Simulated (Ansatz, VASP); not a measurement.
# Two plane-wave programs on BeBrO

```
CELL_PARAMETERS angstrom
3.56468 0.00000 0.00000
0.00000 3.56468 0.00000
0.00000 0.00000 6.84289
ATOMIC_POSITIONS crystal
Be 0.00000 0.50000 0.17890
Be 0.50000 0.00000 0.82110
Br 0.00000 0.50000 0.61830
Br 0.50000 0.00000 0.38170
O 0.00000 0.00000 0.00000
O 0.50000 0.50000 0.00000
```

Alike in both runs: task single point; functional HSE06; k mesh 3 × 3 × 2; occupations gaussian, width 0.2384 eV; no spin polarisation.

```csv
,VASP,Ansatz
version,VASP 6.6.1,Ansatz 0.2.0
potentials or method,"VASP PAW PBE potentials, release 64 (Be, Br, O), cutoff 520 eV",PAW plane waves
valence electrons in the cell,30,30
```

|  | VASP | Ansatz | Ansatz less VASP |
| --- | --- | --- | --- |
| pressure (GPa) | -12.4 | -12.3 | +0.14 |
| traceless stress, the component that is largest in VASP (GPa) | -0.77 | -0.90 | -0.133 |
| rms of the force components (eV/Å) | 1.246 | 1.253 | +0.0079 |

Atom by atom the forces differ by 0.008 eV/Å (rms over components). Ansatz's warnings: filled band counts differ across k points, stress exchange threshold loose, stress scf threshold loose.

The k mesh is coarse, so the values compare programs but aren't converged.
